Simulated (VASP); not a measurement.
# TiO2 (P3_121) in VASP: single point with LDA

Aim: the single point of TiO2 with LDA.

Program: VASP 6.6.1. These are calculated values, not measurements. Logs are shortened: lines on timing, memory, paths and dates and some standing lists are left out, and cuts for length are marked.

### Step 1. The cell of the first run

Symmetry: P3_121, No. 152, trigonal system. The conventional cell has a = 5.291 Å, b = 5.291 Å, c = 6.133 Å, α = 90.00°, β = 90.00°, γ = 120.00°. Within 2.3 Å of Ti (site symmetry 2) lie 4 O at 1.73 to 1.88 Å. O (site symmetry 1) has 2 Ti at 1.73 to 1.88 Å within 2.3 Å.

### Step 2. Single point, LDA

INCAR reads:

```
SYSTEM = TiO2
  ALGO = Normal
  EDIFF = 1E-6
  ENCUT = 700
  GGA_COMPAT = .False.
  ISIF = 2
  ISMEAR = 0
  ISYM = -1
  LASPH = .True.
  LCHARG = .False.
  LREAL = .False.
  LWAVE = .False.
  NBANDS = 46
  NELM = 120
  PREC = Accurate
  SIGMA = 0.01
```

KPOINTS reads:

```
explicit points
9
Reciprocal
  0.16666667   0.16666667   0.25000000 2
  0.16666667   0.16666667   0.75000000 2
  0.16666667   0.50000000   0.25000000 2
  0.16666667   0.50000000   0.75000000 2
  0.16666667   0.83333333   0.25000000 2
  0.16666667   0.83333333   0.75000000 2
  0.50000000   0.16666667   0.25000000 2
  0.50000000   0.16666667   0.75000000 2
  0.50000000   0.50000000   0.25000000 2
```

POSCAR reads:

```
TiO2
1.0
    5.2910000000      0.0000000000      0.0000000000
   -2.6455000000      4.5821404100      0.0000000000
    0.0000000000      0.0000000000      6.1330000000
Ti O
3 6
Direct
    0.4530000000      0.0000000000      0.3333333333
    0.0000000000      0.4530000000      0.6666666667
    0.5470000000      0.5470000000      0.0000000000
    0.4080000000      0.3030000000      0.2150000000
    0.6970000000      0.1050000000      0.5483333300
    0.8950000000      0.5920000000      0.8816666700
    0.3030000000      0.4080000000      0.7850000000
    0.1050000000      0.6970000000      0.4516666700
    0.5920000000      0.8950000000      0.1183333300
```

Potentials or basis: VASP PAW LDA potentials, release 64 (Ti_sv, O).

Command:

```
$ cat potpaw_LDA.64/Ti_sv/POTCAR potpaw_LDA.64/O/POTCAR > POTCAR
$ mpirun -np 1 vasp_std > vasp.out
```

OUTCAR:

```text
SYSTEM = TiO2
   EDIFF = 1E-6
   ENCUT = 700
   ISIF = 2
   ISMEAR = 0
   ISYM = -1
   LASPH = .True.
   LREAL = .False.
   NELM = 120
   PREC = Accurate

 ion  position               nearest neighbor table
   1  0.453  0.000  0.333-   5 1.73   9 1.73   4 1.88   8 1.88
   2  0.000  0.453  0.667-   8 1.73   6 1.73   7 1.88   5 1.88
   3  0.547  0.547  0.000-   4 1.73   7 1.73   9 1.88   6 1.88
   4  0.408  0.303  0.215-   3 1.73   1 1.88
   5  0.697  0.105  0.548-   1 1.73   2 1.88
   6  0.895  0.592  0.882-   2 1.73   3 1.88
   7  0.303  0.408  0.785-   3 1.73   2 1.88
   8  0.105  0.697  0.452-   2 1.73   1 1.88
   9  0.592  0.895  0.118-   1 1.73   3 1.88

IMPORTANT INFORMATION: All symmetrisations will be switched off!
NOSYMM: (Re-)initialisation of all symmetry stuff for point group C_1.

----------------------------------------------------------------------------------------

                                     Primitive cell

  volume of cell :     148.6891

  direct lattice vectors                    reciprocal lattice vectors
     5.291000000  0.000000000  0.000000000     0.189000189  0.109119310  0.000000000
    -2.645500000  4.582140410  0.000000000     0.000000000  0.218238620  0.000000000
     0.000000000  0.000000000  6.133000000     0.000000000  0.000000000  0.163052340

  length of vectors
     5.291000000  5.290999999  6.133000000     0.218238620  0.218238620  0.163052340

  position of ions in fractional coordinates (direct lattice)
     0.453000000  0.000000000  0.333333333
     0.000000000  0.453000000  0.666666667
     0.547000000  0.547000000  0.000000000
     0.408000000  0.303000000  0.215000000
     0.697000000  0.105000000  0.548333330
     0.895000000  0.592000000  0.881666670
     0.303000000  0.408000000  0.785000000
     0.105000000  0.697000000  0.451666670
     0.592000000  0.895000000  0.118333330

  ion indices of the primitive-cell ions
   primitive index   ion index
                 1           1
                 2           2
                 3           3
                 4           4
                 5           5
                 6           6
                 7           7
                 8           8
                 9           9

----------------------------------------------------------------------------------------

 KPOINTS: explicit points

[... 38 lines left out ...]
   NFREE  =      0    steps in history (QN), initial steepest desc. (CG)
   ISIF   =      2    stress and relaxation
   ISYM   =     -1    0-nonsym 1-usesym 2-fastsym
   POTIM  = 0.5000    time-step for ionic-motion
   TEBEG  =    0.0;   TEEND  =   0.0 temperature during run
   PSTRESS=    0.0 pullay stress
   NELECT =      72.0000    total number of electrons
   NUPDOWN=      -1.0000    fix difference up-down
   EMIN   =  10.00;   EMAX   =-10.00  energy-range for DOS
   EFERMI =   0.00;   METHOD = LEGACY
   ISMEAR =     0;   SIGMA  =   0.01  broadening in eV -4-tet -1-fermi 0-gaus
   EFERMI_NEDOS =   21; number of points for ismear=-14 and -15
   IALGO  =     38    algorithm
   IMIX   =      4    mixing-type and parameters
     AMIX     =   0.40;   BMIX     =  1.00
     AMIX_MAG =   1.60;   BMIX_MAG =  1.00
  volume/ion in A,a.u.               =      16.52       111.49
  Fermi-wavevector in a.u.,A,eV,Ry     =   1.285561  2.429358 22.485894  1.652667
  Thomas-Fermi vector in A             =   2.417688
   LORBIT       =      0    0 simple, 1 ext, 2 COOP (PROOUT), +10 PAW based schemes
   GGA     = CA    functional components
   LHFCALC =     F    Hartree Fock is set to
   AEXX    =    0.0000 exact exchange contribution
   IVDW    =     0    specifies the selected vdW correction
   LEPSILON=     F    determine dielectric tensor
   LRPA    =     F    only Hartree local field effects (RPA)
 non-spin polarized calculation
 Gauss-broadening in eV      SIGMA  =   0.01
  energy-cutoff  :      700.00
  volume of cell :      148.69
 maximum number of plane-waves:      6269
 NGX is ok and might be reduce to    48
   NGX = 23   NGY = 23   NGZ = 27

 number of electron      72.0000010 magnetization

 Free energy of the ion-electron system (eV)
  ---------------------------------------------------
  ext. energy  EPLUGINS =         0.00000000
  ---------------------------------------------------
  free energy    TOTEN  =       -85.81695079 eV

  energy without entropy =      -85.81695079  energy(sigma->0) =      -85.81695079

 E-fermi :  -0.7140     XC(G=0):  -9.1640

 val. band max:       -0.7743874205   @ k =   0.5000   0.5000   0.2500
 cond. band min:       3.1665338133   @ k =   0.1667   0.8333   0.2500
 fundamental gap:      3.9409212338
 Fermi energy:        -0.7140197297

 k-point     1 :       0.1667    0.1667    0.2500
  band No.  band energies     occupation
      1     -55.1408      2.00000
      2     -55.1328      2.00000
      3     -55.1246      2.00000
      4     -32.0933      2.00000
      5     -32.0628      2.00000
      6     -32.0414      2.00000
[... 430 lines left out ...]
     45       5.3750      0.00000
     46       5.5937      0.00000

------------------------ aborting loop because EDIFF is reached ----------------------------------------

  FORCE on cell =-STRESS in cart. coord.  units (eV):
  Direction    XX          YY          ZZ          XY          YZ          ZX
  --------------------------------------------------------------------------------------
  -------------------------------------------------------------------------------------
  Total       -0.8631283     -0.8605293      3.5836101      0.0015508     -0.0007939      0.0008559
  in kB       -9.3005110     -9.2725060     38.6146596      0.0167107     -0.0085549      0.0092229
  external PRESSURE =       6.6805475 kB  Pullay stress =       0.0000000 kB

 VOLUME and BASIS-vectors are now :
 -----------------------------------------------------------------------------
  energy-cutoff  :      700.00
  volume of cell :      148.69
      direct lattice vectors                 reciprocal lattice vectors
     5.291000000  0.000000000  0.000000000     0.189000189  0.109119310  0.000000000
    -2.645500000  4.582140410  0.000000000     0.000000000  0.218238620  0.000000000
     0.000000000  0.000000000  6.133000000     0.000000000  0.000000000  0.163052340

 POSITION                                       TOTAL-FORCE (eV/Angst)
 -----------------------------------------------------------------------------------
      2.39682      0.00000      2.04433        -2.171907      0.000582     -0.000059
     -1.19841      2.07571      4.08867         1.086539     -1.880999      0.000165
      1.44709      2.50643      0.00000         1.086538      1.882226     -0.000170
      1.35714      1.38839      1.31860         0.534858     -1.324624      1.268678
      3.41005      0.48112      3.36293         0.879877      1.123319      1.269137
      3.16931      2.71263      5.40726        -1.413155      0.199013      1.268002
      0.52381      1.86951      4.81440        -1.414419     -0.199348     -1.268818
     -1.28836      3.19375      2.77007         0.533057      1.324054     -1.269232
      0.76455      4.10102      0.72574         0.878611     -1.124224     -1.267704
 -----------------------------------------------------------------------------------
    total drift:                                0.000424     -0.000227     -0.000046

  FREE ENERGIE OF THE ION-ELECTRON SYSTEM (eV)
  ---------------------------------------------------
  free  energy   TOTEN  =       -85.8169507932 eV

  energy  without entropy=      -85.8169507932  energy(sigma->0) =      -85.81695079
```

It took 1.9 min on 1 thread of Intel Xeon Platinum 8259CL at 2.50GHz (Skylake/Cascade Lake), shared host; peak memory 0.28 GiB.

Results:

- Free energy: -85.8170 eV
- Pressure: 0.7 GPa
- Largest force: 2.173 eV/Å
- Band gap on the k mesh: 3.94 eV (least direct gap 3.97 eV)

Forces in eV/Å, atoms in the order of the input:
```
Ti  -2.172  0.001  0.000
Ti   1.087 -1.881  0.000
Ti   1.087  1.882  0.000
O    0.535 -1.325  1.269
O    0.880  1.123  1.269
O   -1.413  0.199  1.268
O   -1.414 -0.199 -1.269
O    0.533  1.324 -1.269
O    0.879 -1.124 -1.268
```

Caveat: a shifted mesh leaves out Γ, where band edges can lie; forces of over 1 eV/Å act on the atoms, so gaps and moduli don't describe the material at rest.
